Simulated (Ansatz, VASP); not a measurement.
**Two plane-wave programs on PbF2**

The input POSCAR:

```
PbF2
1.0
   -0.1638789641      2.9149774829      2.9149774829
    2.9149774829     -0.1638789641      2.9149774829
    2.9149774829      2.9149774829     -0.1638789641
Pb F
1 2
Direct
    0.0000000000      0.0000000000      0.0000000000
    0.2561128017      0.2561128017      0.2561128017
    0.7438871983      0.7438871983      0.7438871983
```

File INCAR.step1:

```
PREC = Accurate
ENCUT = 520
ISMEAR = 0
SIGMA = 0.01
LREAL = False
LASPH = True
NELM = 100
NBANDS = 21
GGA = PE
ALGO = Normal
EDIFF = 1E-4
LWAVE = True
LCHARG = False
```

Contents of INCAR.step2:

```
PREC = Accurate
ENCUT = 520
EDIFF = 1E-6
ISMEAR = 0
SIGMA = 0.01
LREAL = False
LASPH = True
NELM = 100
ALGO = Normal
ISIF = 2
LWAVE = False
LCHARG = False
METAGGA = R2SCAN
LMIXTAU = True
NBANDS = 21
ISTART = 1
```

File KPOINTS:

```
Automatic mesh
0
Gamma
  8 8 8
```

Input for Ansatz:

```yaml
crystal:
  lattice:
    - [-0.1638789641, 2.9149774829, 2.9149774829]
    - [2.9149774829, -0.1638789641, 2.9149774829]
    - [2.9149774829, 2.9149774829, -0.1638789641]
  atoms:
    - { symbol: Pb, position: [0.0, 0.0, 0.0] }
    - { symbol: F, position: [0.2561128017, 0.2561128017, 0.2561128017] }
    - { symbol: F, position: [0.7438871983, 0.7438871983, 0.7438871983] }
kpoints:
  mp_grid: { grid: [8, 8, 8] }
  band_path:
    path:
      - [0.0, 0.0, 0.0]
      - [0.5, 0.0, 0.5]
      - [0.625, 0.25, 0.625]
      - [0.375, 0.375, 0.75]
      - [0.5, 0.5, 0.5]
      - [0.5, 0.25, 0.75]
      - [0.34375, 0.34375, -0.3125]
      - [0.0, 0.5, 0.5]
    npoints: 1
hamiltonian:
  xc: r2scan
scf:
  occupations: { method: fixed }
  n_extra_bands: 4
output:
  forces: true
  stress: true
  eigenvalues: true
```

Change from the starting cell: epitaxial_111 strain +4.0%.

Alike in both runs: task single point; functional r2SCAN; k mesh 8 × 8 × 8; no spin polarisation.

|  | VASP | Ansatz |
| --- | --- | --- |
| version | VASP 6.6.1 | Ansatz 0.2.0 |
| potentials or method | VASP PAW PBE potentials, release 64 (Pb_d, F) | plane waves, PAW |
| plane-wave cutoff (eV) | 520 | 500 |
| occupations | gaussian, width 0.01 eV | fixed |
| valence electrons in the cell | 28 | 28 |

VASP gave:

- gap on the k mesh at the Fermi level (eV): 4.92
- pressure (GPa): -2.5
- traceless stress, the component that is largest in VASP (GPa): 1.23
- rms of the force components (eV/Å): 0.006

Question: What did Ansatz give for the same quantities?

Answer: gap on the k mesh at the Fermi level (eV): 4.92; pressure (GPa): -2.4; traceless stress, the component that is largest in VASP (GPa): 1.19; rms of the force components (eV/Å): 0.002.

VASP's potentials were made for PBE, not for r2SCAN. Atom by atom the forces differ by 0.004 eV/Å (rms over components).

Spin-orbit coupling is off throughout.
